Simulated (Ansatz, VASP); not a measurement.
PtSeS4 in VASP and in Ansatz

```xyz
6
Lattice="5.3544 0.0000 0.0000 0.0000 5.3544 0.0000 0.0000 0.0000 5.3544" Properties=species:S:1:pos:R:3 pbc="T T T"
Pt    0.0000    0.0000    0.0000
Se    2.6772    2.6772    2.6772
S     1.2969    1.2969    1.2969
S     1.2969    4.0575    4.0575
S     4.0575    4.0575    1.2969
S     4.0575    1.2969    4.0575
```

Change from the starting cell: species swapped into the H4BrN type (P-43m, No. 215).

Alike in both runs: task single point; functional PBE; k mesh 4 × 4 × 4; occupations gaussian, width 0.1 eV; collinear spin.

|  | VASP | Ansatz |
| --- | --- | --- |
| version | VASP 6.6.1 | Ansatz 0.2.0 |
| potentials or method | VASP PAW PBE potentials, release 64 (Pt, Se, S), cutoff 500 eV | scalar-relativistic, plane waves, PAW |
| valence electrons in the cell | 40 | 58 |

Ansatz gave:

| Quantity | Value |
| --- | --- |
| gap on the k mesh at the Fermi level (eV) | none |
| pressure (GPa) | -0.1 |
| rms of the force components (eV/Å) | 0.000 |
| net moment per atom (μB) | 0.00 |

Question: What did VASP give for the same quantities?

Answer: gap on the k mesh at the Fermi level (eV): none; pressure (GPa): -0.2; rms of the force components (eV/Å): 0.005; net moment per atom (μB): 0.00.

Atom by atom the forces differ by 0.005 eV/Å (rms over components). A gap of «none» marks a metal or a gap that the smearing closes. The functional is the same, so the differences come from potentials, cutoffs and numerics. VASP's potentials hold 40 valence electrons a cell and Ansatz's 58, so a difference there can come from the potentials and not from the codes. Ansatz's warnings: seeded moment not kept.

Spin-orbit coupling is off throughout.
